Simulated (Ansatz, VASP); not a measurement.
Zr2N in VASP and in Ansatz

The input POSCAR:

```
Zr2N
1.0
    5.4130027300      0.0000000000      0.0000000000
    0.0000000000      5.4130027300      0.0000000000
    0.0000000000      0.0000000000      3.3077891900
Zr N
4 2
Direct
    0.2961254600      0.2961254600      0.0000000000
    0.7038745400      0.7038745400      0.0000000000
    0.7961254600      0.2038745400      0.5000000000
    0.2038745400      0.7961254600      0.5000000000
    0.0000000000      0.0000000000      0.0000000000
    0.5000000000      0.5000000000      0.5000000000
```

File INCAR.step1:

```
SYSTEM = Zr2N
ALGO = Normal ; EDIFF = 1E-4
ENCUT = 520 ; GGA = PE
ISMEAR = 0 ; LASPH = .True.
LCHARG = .False. ; LREAL = .False.
LWAVE = .True. ; NBANDS = 38
NELM = 100 ; PREC = Accurate
SIGMA = 0.1
```

The input INCAR.step2:

```
SYSTEM = Zr2N
ALGO = Normal ; EDIFF = 1E-6
ENCUT = 520 ; ISIF = 2
ISMEAR = 0 ; ISTART = 1
LASPH = .True. ; LCHARG = .False.
LMIXTAU = .True. ; LREAL = .False.
LWAVE = .False. ; METAGGA = R2SCAN
NBANDS = 38 ; NELM = 100
PREC = Accurate ; SIGMA = 0.1
```

KPOINTS

```
k-points
0
Gamma
  1 1 1
  0 0 0
```

Input for Ansatz:

```yaml
crystal:
  lattice:
    - [5.41300273, 0.0, 0.0]
    - [0.0, 5.41300273, 0.0]
    - [0.0, 0.0, 3.30778919]
  atoms:
    - { symbol: Zr, position: [0.29612546, 0.29612546, 0.0] }
    - { symbol: Zr, position: [0.70387454, 0.70387454, 0.0] }
    - { symbol: Zr, position: [0.79612546, 0.20387454, 0.5] }
    - { symbol: Zr, position: [0.20387454, 0.79612546, 0.5] }
    - { symbol: "N", position: [0.0, 0.0, 0.0] }
    - { symbol: "N", position: [0.5, 0.5, 0.5] }
basis:
  ecutwfc: 500
kpoints:
  mp_grid: { grid: [1, 1, 1] }
hamiltonian:
  xc: r2scan
scf:
  occupations: { method: gaussian, width: 0.1 }
output:
  forces: true
  stress: true
  eigenvalues: true
```

Alike in both runs: task single point; functional r2SCAN; k mesh 1 × 1 × 1; occupations gaussian, width 0.1 eV; no spin polarisation.

|  | VASP | Ansatz |
| --- | --- | --- |
| version | VASP 6.6.1 | Ansatz 0.2.0 |
| potentials or method | VASP PAW PBE potentials, release 64 (Zr_sv, N), cutoff 520 eV | scalar-relativistic, plane waves, PAW |
| valence electrons in the cell | 58 | 58 |

```csv
,VASP,Ansatz,Ansatz less VASP
gap on the k mesh at the Fermi level (eV),0.07,0.07,-0.002
least direct gap on the mesh (eV),0.07,0.07,-0.002
pressure (GPa),10.1,10.0,-0.09
"traceless stress, the component that is largest in VASP (GPa)",12.71,12.57,-0.139
rms of the force components (eV/Å),0.002,0.008,+0.0064
```

VASP's potentials were made for PBE, not for r2SCAN. Atom by atom the forces differ by 0.009 eV/Å (rms over components). The functional is the same, so the differences come from potentials, cutoffs and numerics.

The k mesh is coarse, so the values compare programs but aren't converged.
